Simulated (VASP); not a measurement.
# Tl (Pm-3m) in VASP: notebook

The runs below take Tl through single point, with PBE.

All numbers are computed with VASP 6.6.1; they aren't measurements. Logs are shortened: lines on timing, memory, paths and dates and some standing lists are left out, and cuts for length are marked.

### 1 The cell of the first run

It takes space group Pm-3m (No. 221, cubic). Conventional cell: a = 2.396 Å, b = 2.396 Å, c = 2.396 Å, α = 90.00°, β = 90.00°, γ = 90.00°. Tl (site symmetry m-3m) has 6 Tl at 2.40 Å within 3.2 Å.

### 2 Single point, PBE (volume scaled by 0.4)

INCAR reads:

```
SYSTEM = Tl
  ALGO = Normal
  EDIFF = 1E-7
  ENCUT = 520
  GGA = PE
  ISIF = 2
  ISMEAR = -1
  LASPH = .True.
  LCHARG = .False.
  LREAL = .False.
  LWAVE = .False.
  NBANDS = 12
  NELM = 100
  PREC = Accurate
  SIGMA = 0.08
```

KPOINTS reads:

```
k-points
0
Gamma
  12 12 12
  0 0 0
```

POSCAR reads:

```
Tl
1.0
    2.3958017933      0.0000000000      0.0000000000
    0.0000000000      2.3958017933      0.0000000000
    0.0000000000      0.0000000000      2.3958017933
Tl
1
Direct
    0.0000000000      0.0000000000      0.0000000000
```

Potentials or basis: VASP PAW PBE potentials, release 64 (Tl_d).

Run with:

```
$ cat potpaw_PBE.64/Tl_d/POTCAR > POTCAR
$ mpirun -np 1 vasp_std > vasp.out
```

OUTCAR:

```text
SYSTEM = Tl
   EDIFF = 1E-7
   ENCUT = 520
   GGA = PE
   ISIF = 2
   ISMEAR = -1
   LASPH = .True.
   LREAL = .False.
   NELM = 100
   PREC = Accurate

 ion  position               nearest neighbor table
   1  0.000  0.000  0.000-

  LATTYP: Found a simple cubic cell.
 ALAT       =     2.3958017933

  Lattice vectors:

 A1 = (   2.3958017933,   0.0000000000,   0.0000000000)
 A2 = (   0.0000000000,   2.3958017933,   0.0000000000)
 A3 = (   0.0000000000,   0.0000000000,   2.3958017933)

Analysis of symmetry for initial positions (statically):
=====================================================================
 Subroutine PRICEL returns:
 Original cell was already a primitive cell.

 Routine SETGRP: Setting up the symmetry group for a
 simple cubic supercell.

 Subroutine GETGRP returns: Found 48 space group operations
 (whereof 48 operations were pure point group operations)
 out of a pool of 48 trial point group operations.

The static configuration has the point symmetry O_h .

Analysis of symmetry for dynamics (positions and initial velocities):
=====================================================================
 Subroutine PRICEL returns:
 Original cell was already a primitive cell.

 Routine SETGRP: Setting up the symmetry group for a
 simple cubic supercell.

 Subroutine GETGRP returns: Found 48 space group operations
 (whereof 48 operations were pure point group operations)
 out of a pool of 48 trial point group operations.

The dynamic configuration has the point symmetry O_h .

 Subroutine INISYM returns: Found 48 space group operations
 (whereof 48 operations are pure point group operations),
 and found     1 'primitive' translations

----------------------------------------------------------------------------------------

                                     Primitive cell

  volume of cell :      13.7516

  direct lattice vectors                    reciprocal lattice vectors
     2.395801793  0.000000000  0.000000000     0.417396799  0.000000000  0.000000000
     0.000000000  2.395801793  0.000000000     0.000000000  0.417396799  0.000000000
     0.000000000  0.000000000  2.395801793     0.000000000  0.000000000  0.417396799

  length of vectors
     2.395801793  2.395801793  2.395801793     0.417396799  0.417396799  0.417396799

  position of ions in fractional coordinates (direct lattice)
     0.000000000  0.000000000  0.000000000

  ion indices of the primitive-cell ions
   primitive index   ion index
                 1           1

----------------------------------------------------------------------------------------

 KPOINTS: k-points

Automatic generation of k-mesh.
 Grid dimensions read from file:
 generate k-points for:   12   12   12

 Generating k-lattice:

  Cartesian coordinates                     Fractional coordinates (reciprocal lattice)
     0.034783067  0.000000000  0.000000000     0.083333333  0.000000000  0.000000000
     0.000000000  0.034783067  0.000000000     0.000000000  0.083333333  0.000000000
     0.000000000  0.000000000  0.034783067     0.000000000  0.000000000  0.083333333

  Length of vectors
     0.034783067  0.034783067  0.034783067

  Shift w.r.t. Gamma in fractional coordinates (k-lattice)
     0.000000000  0.000000000  0.000000000

 Subroutine IBZKPT returns following result:
 ===========================================

 Found     84 irreducible k-points:

 Following reciprocal coordinates:
            Coordinates               Weight
  0.000000  0.000000  0.000000      1.000000
  0.083333  0.000000  0.000000      6.000000
  0.166667  0.000000  0.000000      6.000000
  0.250000  0.000000  0.000000      6.000000
  0.333333  0.000000  0.000000      6.000000
  0.416667  0.000000  0.000000      6.000000
[... 16 lines left out ...]
  0.333333  0.333333  0.000000     12.000000
  0.416667  0.333333  0.000000     24.000000
 [... further k-points ...]
   k-points           NKPTS =     84   k-points in BZ     NKDIM =     84   number of bands    NBANDS=     12
   number of dos      NEDOS =    301   number of ions     NIONS =      1
   total plane-waves  NPLWV =   5832
   dimension x,y,z NGX =    18 NGY =   18 NGZ =   18
   dimension x,y,z NGXF=    36 NGYF=   36 NGZF=   36
   ions per type =               1
   NGX,Y,Z   is equivalent  to a cutoff of  12.49, 12.49, 12.49 a.u.
   NGXF,Y,Z  is equivalent  to a cutoff of  24.98, 24.98, 24.98 a.u.
 SYSTEM =  Tl
   PREC   = accura    normal or accurate (medium, high low for compatibility)
   ISTART =      0    job   : 0-new  1-cont  2-samecut
   ICHARG =      2    charge: 1-file 2-atom 10-const
   ISPIN  =      1    spin polarized calculation?
   LNONCOLLINEAR =      F non collinear calculations
   LSORBIT =      F    spin-orbit coupling
   LASPH  =      T    aspherical Exc in radial PAW
   ENCUT  =  520.0 eV  38.22 Ry    6.18 a.u.   4.45  4.45  4.45*2*pi/ulx,y,z
   NELM   =    100;   NELMIN=  2; NELMDL= -5     # of ELM steps
   EDIFF  = 0.1E-06   stopping-criterion for ELM
   LREAL  =      F    real-space projection
   EDIFFG = 0.1E-05   stopping-criterion for IOM
   NSW    =      0    number of steps for IOM
   IBRION =     -1    ionic relax: 0-MD 1-quasi-New 2-CG
   NFREE  =      0    steps in history (QN), initial steepest desc. (CG)
   ISIF   =      2    stress and relaxation
   ISYM   =      2    0-nonsym 1-usesym 2-fastsym
   POTIM  = 0.5000    time-step for ionic-motion
   TEBEG  =    0.0;   TEEND  =   0.0 temperature during run
   PSTRESS=    0.0 pullay stress
   NELECT =      13.0000    total number of electrons
   NUPDOWN=      -1.0000    fix difference up-down
   EMIN   =  10.00;   EMAX   =-10.00  energy-range for DOS
   EFERMI =   0.00;   METHOD = LEGACY
   ISMEAR =    -1;   SIGMA  =   0.08  broadening in eV -4-tet -1-fermi 0-gaus
   EFERMI_NEDOS =   21; number of points for ismear=-14 and -15
   IALGO  =     38    algorithm
   IMIX   =      4    mixing-type and parameters
     AMIX     =   0.40;   BMIX     =  1.00
     AMIX_MAG =   1.60;   BMIX_MAG =  1.00
  volume/ion in A,a.u.               =      13.75        92.80
  Fermi-wavevector in a.u.,A,eV,Ry     =   1.606713  3.036248 35.123817  2.581528
  Thomas-Fermi vector in A             =   2.702857
   LORBIT       =      0    0 simple, 1 ext, 2 COOP (PROOUT), +10 PAW based schemes
   GGA     = PE    functional components
[... 5 lines left out ...]
 non-spin polarized calculation
  energy-cutoff  :      520.00
  volume of cell :       13.75
 maximum number of plane-waves:       384
 NGX is ok and might be reduce to    18
   NGX =  9   NGY =  9   NGZ =  9

 number of electron      13.0000009 magnetization

 Free energy of the ion-electron system (eV)
  ---------------------------------------------------
  ext. energy  EPLUGINS =         0.00000000
  ---------------------------------------------------
  free energy    TOTEN  =         4.02594581 eV

  energy without entropy =        4.03050698  energy(sigma->0) =        4.02822639

 E-fermi :  19.0079     XC(G=0): -14.3071

 val. band max:       18.9016746349   @ k =   0.3333   0.1667   0.0000
 cond. band min:      19.0480013553   @ k =   0.5000   0.5000   0.2500
 fundamental gap:      0.1463267204
 Fermi energy:        19.0078899521

 k-point     1 :       0.0000    0.0000    0.0000
  band No.  band energies     occupation
      1       0.5544      2.00000
      2       0.6737      2.00000
      3       0.6737      2.00000
      4       6.6644      2.00000
      5       6.6644      2.00000
      6       6.6644      2.00000
      7      28.6914      0.00000
      8      28.6914      0.00000
      9      28.6914      0.00000
     10      35.9734      0.00000
     11      38.1045      0.00000
     12      38.1045      0.00000

 k-point     2 :       0.0833    0.0000    0.0000
  band No.  band energies     occupation
      1       0.6830      2.00000
      2       0.7068      2.00000
      3       0.9846      2.00000
      4       6.5080      2.00000
      5       6.5080      2.00000
      6       6.6771      2.00000
      7      27.0931      0.00000
      8      29.0700      0.00000
      9      29.0700      0.00000
     10      36.6911      0.00000
     11      36.8445      0.00000
     12      39.2401      0.00000

 k-point     3 :       0.1667    0.0000    0.0000
  band No.  band energies     occupation
      1       0.7985      2.00000
      2       0.9005      2.00000
      3       2.0477      2.00000
      4       6.0989      2.00000
      5       6.0989      2.00000
      6       6.7119      2.00000
      7      24.1079      0.00000
      8      30.1191      0.00000
      9      30.1191      0.00000
     10      34.7492      0.00000
     11      36.8497      0.00000
     12      42.6850      0.00000
[... 286 lines left out ...]
 k-point    23 :       0.3333    0.3333    0.0000
  band No.  band energies     occupation
      1       1.7286      2.00000
      2       2.2858      2.00000
      3       5.2809      2.00000
      4       5.3484      2.00000
      5       5.3734      2.00000
      6       9.2553      2.00000
      7      19.7303      0.00024
      8      23.1796      0.00000
      9      30.4510      0.00000
     10      35.9107      0.00000
     11      38.0598      0.00000
     12      38.1324      0.00000

 k-point    24 :       0.4167    0.3333    0.0000
  band No.  band energies     occupation
      1       1.8470      2.00000
      2       1.8787      2.00000
      3       5.0050      2.00000
      4       5.3874      2.00000
      5       6.0646      2.00000
      6      11.5230      2.00000
      7      17.3553      2.00000
      8      23.9293      0.00000
      9      28.5314      0.00000
     10      34.7810      0.00000
     11      37.8816      0.00000
     12      38.9132      0.00000

 [... further k-points ...]
[... 5 lines left out ...]
  --------------------------------------------------------------------------------------
  -------------------------------------------------------------------------------------
  Total       21.7484802     21.7484802     21.7484802      0.0000000      0.0000000     -0.0000000
  in kB     2533.8846379   2533.8846379   2533.8846379      0.0000000      0.0000000     -0.0000000
  external PRESSURE =    2533.8846379 kB  Pullay stress =       0.0000000 kB

 VOLUME and BASIS-vectors are now :
 -----------------------------------------------------------------------------
  energy-cutoff  :      520.00
  volume of cell :       13.75
      direct lattice vectors                 reciprocal lattice vectors
     2.395801793  0.000000000  0.000000000     0.417396799  0.000000000  0.000000000
     0.000000000  2.395801793  0.000000000     0.000000000  0.417396799  0.000000000
     0.000000000  0.000000000  2.395801793     0.000000000  0.000000000  0.417396799

 POSITION                                       TOTAL-FORCE (eV/Angst)
 -----------------------------------------------------------------------------------
      0.00000      0.00000      0.00000         0.000000      0.000000      0.000000
 -----------------------------------------------------------------------------------
    total drift:                                0.000000      0.000000      0.000000

  FREE ENERGIE OF THE ION-ELECTRON SYSTEM (eV)
  ---------------------------------------------------
  free  energy   TOTEN  =         4.0259458084 eV

  energy  without entropy=        4.0305069775  energy(sigma->0) =        4.02822639
```

Run time: 5.2 s. Hardware: 1 thread of Intel Xeon 6975P-C (Granite Rapids), shared host; peak memory 0.12 GiB.

What came out:

- Free energy: 4.0259 eV
- Pressure: 253.4 GPa

Levels at points of the mesh, in eV from the Fermi level:
```tsv
k point	band 4	band 5	band 6	band 7	band 8	band 9
(0.00, 0.00, 0.00)	-12.34	-12.34	-12.34	9.68	9.68	9.68
(0.50, 0.00, 0.00)	-14.37	-12.15	-8.78	-5.81	11.12	14.49
(0.50, 0.50, 0.00)	-14.03	-10.67	-3.05	-3.05	1.50	6.45
(0.50, 0.50, 0.50)	-10.54	-10.54	3.27	3.27	3.27	3.98
```

Caveat: spin-orbit coupling is left out, which moves the levels of the heavy elements.

[end of part 1 of 2]
